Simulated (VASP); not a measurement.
Input of a VASP 6.6.1 run:

File INCAR:

```
PREC = Accurate
ENCUT = 520
EDIFF = 1E-7
ISMEAR = 0
SIGMA = 0.15
LREAL = F
LASPH = T
NELM = 80
ALGO = Normal
ISIF = 2
LWAVE = F
LCHARG = F
GGA = PE
NBANDS = 18
```

KPOINTS

```
Automatic mesh
0
Gamma
  12 12 12
```

Contents of POSCAR:

```
BiTe
1.0
    2.4227077728      1.3987509848      3.3172919545
   -2.4227077728      1.3987509848      3.3172919545
    0.0000000000     -2.7975019696      3.3172919545
Bi Te
1 1
Direct
    0.4135826395      0.5000000000      0.5000000000
    0.0000000000      0.0000000000      0.0000000000
```

Potentials or basis: VASP PAW PBE potentials, release 64 (Bi_d, Te).

Run with:

```sh
$ cat potpaw_PBE.64/Bi_d/POTCAR potpaw_PBE.64/Te/POTCAR > POTCAR
$ mpirun -np 1 vasp_std > vasp.out
```

Problem. Predict the largest force.

Solution. 0.685 eV/Å.

Problem. Estimate the pressure.

Solution. 1.9 GPa.

Stress tensor (GPa, compression positive):
```
 1.60 -1.23  0.08
-1.23  3.03  0.05
 0.08  0.05  1.10
```

Caveat: the cell differs from its parent crystal (all Bi atoms moved +0.375 Å, as atom 1 towards its neighbour atom 1 (Bi) at 4.339 Å).
